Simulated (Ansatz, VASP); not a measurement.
**Two plane-wave programs on MgH2**

INCAR

```
SYSTEM = MgH2
  PREC = Accurate
  ENCUT = 600
  EDIFF = 1E-7
  ISMEAR = 0
  SIGMA = 0.02
  LREAL = .False.
  LASPH = .True.
  NELM = 100
  ALGO = Normal
  ISIF = 3
  LWAVE = .False.
  LCHARG = .False.
  GGA = PE
  IBRION = 2
  NSW = 100
  EDIFFG = -0.01
```

KPOINTS

```
regular mesh
0
Gamma
  6 6 8
  0 0 0
```

The input POSCAR:

```
MgH2
1.0
    4.4766941100      0.0000000000      0.0000000000
    0.0000000000      4.4766941100      0.0000000000
    0.0000000000      0.0000000000      2.9925370200
Mg H
2 4
Direct
    0.5000000000      0.5000000000      0.5000000000
    0.0000000000      0.0000000000      0.0000000000
    0.6955720200      0.6955720200      0.0000000000
    0.8044279800      0.1955720000      0.5000000000
    0.3044280100      0.3044280100      0.0000000000
    0.1955720000      0.8044279800      0.5000000000
```

Input for Ansatz:

```yaml
crystal:
  lattice:
    - [4.47669411, 0.0, 0.0]
    - [0.0, 4.47669411, 0.0]
    - [0.0, 0.0, 2.99253702]
  atoms:
    - { symbol: Mg, position: [0.5, 0.5, 0.5] }
    - { symbol: Mg, position: [0.0, 0.0, 0.0] }
    - { symbol: H, position: [0.69557202, 0.69557202, 0.0] }
    - { symbol: H, position: [0.80442798, 0.195572, 0.5] }
    - { symbol: H, position: [0.30442801, 0.30442801, 0.0] }
    - { symbol: H, position: [0.195572, 0.80442798, 0.5] }
basis:
  ecutwfc: 420
kpoints:
  mp_grid: { grid: [6, 6, 8] }
hamiltonian:
  xc: pbe
scf:
  occupations: { method: gaussian, width: 0.02 }
output:
  forces: true
  stress: true
  eigenvalues: true
relax:
  adjacent_minimum: "off"
  f_tol: 0.01
  max_steps: 80
  cell: { stress_tol: 0.05 }
```

Alike in both runs: task relaxation of cell and atoms; functional PBE; k mesh 6 × 6 × 8; occupations gaussian, width 0.02 eV; no spin polarisation.

```csv
,VASP,Ansatz
version,VASP 6.6.1,Ansatz 0.2.0
potentials or method,"VASP PAW PBE potentials, release 64 (Mg, H), cutoff 600 eV","scalar-relativistic, plane waves, PAW"
valence electrons in the cell,8,24
```

Ansatz gave:

```
gap on the k mesh at the Fermi level, each at its own relaxed structure (eV) : 3.81
relaxed volume (Å³/atom)                                                     : 10.24
relaxed cell length with the largest relative difference (Å)                 : 4.516
```

Question: What did VASP give for the same quantities?

Answer: gap on the k mesh at the Fermi level, each at its own relaxed structure (eV): 3.80; relaxed volume (Å³/atom): 10.20; relaxed cell length with the largest relative difference (Å): 4.506.

VASP's potentials hold 8 valence electrons a cell and Ansatz's 24, so a difference there can come from the potentials and not from the codes.
